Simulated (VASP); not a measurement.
ZnSnN2: single point with r2SCAN

ZnSnN2:

```xyz
4
Lattice="1.5520 0.8961 5.0468 -1.5520 0.8961 5.0468 0.0000 -1.7921 5.0468" Properties=species:S:1:pos:R:3 pbc="T T T"
Zn    1.5520    0.8961    5.0468
Sn    0.0000    0.0000    7.5702
N     0.0000    0.0000    3.7485
N     0.0000    0.0000   11.3919
```

This cell differs from its parent crystal: strain -2.0%.

| Item | Value |
| --- | --- |
| Program | VASP 6.6.1 |
| Task | single point |
| Functional | r2SCAN |
| Potentials or basis | VASP PAW PBE potentials, release 64 (Zn, Sn_d, N_h) |
| Cutoff | 910 eV |
| k mesh | 10 × 10 × 10 |
| Occupations | gaussian, width 0.01 eV |
| Spin | no spin polarisation |
| Dipole correction | no |
| Further INCAR settings | ALGO = Normal; EDIFF = 1e-06; NBANDS = 26 |

| Property | Result |
| --- | --- |
| Pressure | 14.3 GPa |
| Largest force | 0.013 eV/Å |
| Band gap on the k mesh | 1.55 eV (least direct gap 1.57 eV) |

Forces in eV/Å, atoms in the order of the input:
```
Zn   0.000  0.000  0.000
Sn   0.000  0.000  0.000
N    0.000  0.000  0.013
N    0.000  0.000 -0.013
```

Stress tensor (GPa, compression positive):
```
14.91  0.00  0.00
 0.00 14.91  0.00
 0.00  0.00 13.20
```

Levels at points of the mesh, in eV from the valence-band top:
| k point | band 14 | band 15 | band 16 | band 17 | band 18 | band 19 | band 20 | band 21 | band 22 | band 23 |
| --- | --- | --- | --- | --- | --- | --- | --- | --- | --- | --- |
| (0.00, 0.00, 0.00) | -1.16 | -1.16 | -0.98 | -0.17 | -0.17 | 1.74 | 4.21 | 9.35 | 9.35 | 9.77 |
| (0.50, 0.00, 0.00) | -4.70 | -2.94 | -2.68 | -2.22 | -1.54 | 3.95 | 5.20 | 7.92 | 8.87 | 10.45 |
| (0.50, 0.50, 0.00) | -5.28 | -3.48 | -3.19 | -0.10 | -0.01 | 1.55 | 4.39 | 8.39 | 9.62 | 9.73 |
| (0.50, 0.50, 0.50) | -4.03 | -0.69 | -0.69 | -0.68 | -0.68 | 4.11 | 4.73 | 9.01 | 10.65 | 10.65 |

Wall time 27 min on 1 thread of Intel(R) Xeon(R) 6975P-C (Granite Rapids) (shared host), peak memory 0.65 GiB.

Caveat: the cell differs from its parent crystal (strain -2.0%); the cell stands under pressure; the PAW data sets were made with another functional, which shifts forces and pressure a little; spin-orbit coupling is left out, which moves the levels of the heavy elements. A k mesh can miss the band edges.
